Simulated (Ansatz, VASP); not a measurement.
## Bi: VASP beside Ansatz

File INCAR:

```
SYSTEM = Bi
ALGO = Normal
EDIFF = 1E-6
ENCUT = 520
GGA = PE
ISIF = 2
ISMEAR = -1
LASPH = .TRUE.
LCHARG = .FALSE.
LREAL = .FALSE.
LWAVE = .FALSE.
NBANDS = 22
NELM = 100
PREC = Accurate
SIGMA = 0.03
```

KPOINTS

```
k-points
0
G
  11 11 11
  0 0 0
```

POSCAR

```
Bi
1.0
    2.3519944330      1.4057219714      4.0077797498
   -2.1940049238      1.3375319810      3.9395897595
    0.0199404907     -2.5653239523      3.9146304907
Bi
2
Direct
    0.2338900000      0.2338900000      0.2338900000
    0.7661100000      0.7661100000      0.7661100000
```

Input for Ansatz:

```yaml
crystal:
  lattice:
    - [2.351994433, 1.4057219714, 4.0077797498]
    - [-2.1940049238, 1.337531981, 3.9395897595]
    - [0.0199404907, -2.5653239523, 3.9146304907]
  atoms:
    - { symbol: Bi, position: [0.23389, 0.23389, 0.23389] }
    - { symbol: Bi, position: [0.76611, 0.76611, 0.76611] }
kpoints:
  mp_grid: { grid: [11, 11, 11] }
  band_path:
    path:
      - [0.0, 0.0, 0.0]
      - [-0.5, -0.5, -0.5]
      - [0.5, 0.0, 0.0]
      - [0.0, 0.0, 0.0]
      - [0.0, 0.0, 0.5]
      - [0.0, -0.5, 0.0]
      - [0.0, 0.0, 0.0]
      - [0.5, 0.0, 0.5]
      - [-0.5, -0.5, 0.0]
    npoints: 5
scf:
  occupations: { method: fermi_dirac, width: 0.03 }
hamiltonian:
  xc: pbe
  pseudopotentials: { kind: all_electron, lapw: { basis_error: 0.00025 } }
output:
  forces: true
  stress: true
  eigenvalues: true
```

Change from the starting cell: equal xy, yz and zx shear strains of +3 %.

Alike in both runs: task single point; functional PBE; k mesh 11 × 11 × 11; occupations fermi-dirac, width 0.03 eV; no spin polarisation.

|  | VASP | Ansatz |
| --- | --- | --- |
| version | VASP 6.6.1 | Ansatz 0.2.0 |
| potentials or method | VASP PAW PBE potentials, release 64 (Bi_d), cutoff 520 eV | all-electron LAPW, scalar-relativistic |

|  | VASP | Ansatz | Ansatz less VASP |
| --- | --- | --- | --- |
| pressure (GPa) | 1.8 | 1.9 | +0.07 |
| traceless stress, the component that is largest in VASP (GPa) | -1.35 | -1.36 | -0.004 |
| rms of the force components (eV/Å) | 0.162 | 0.159 | -0.0030 |

Atom by atom the forces differ by 0.004 eV/Å (rms over components). Ansatz ran all-electron here, and VASP with PAW potentials.

Neither program's run includes spin-orbit coupling.
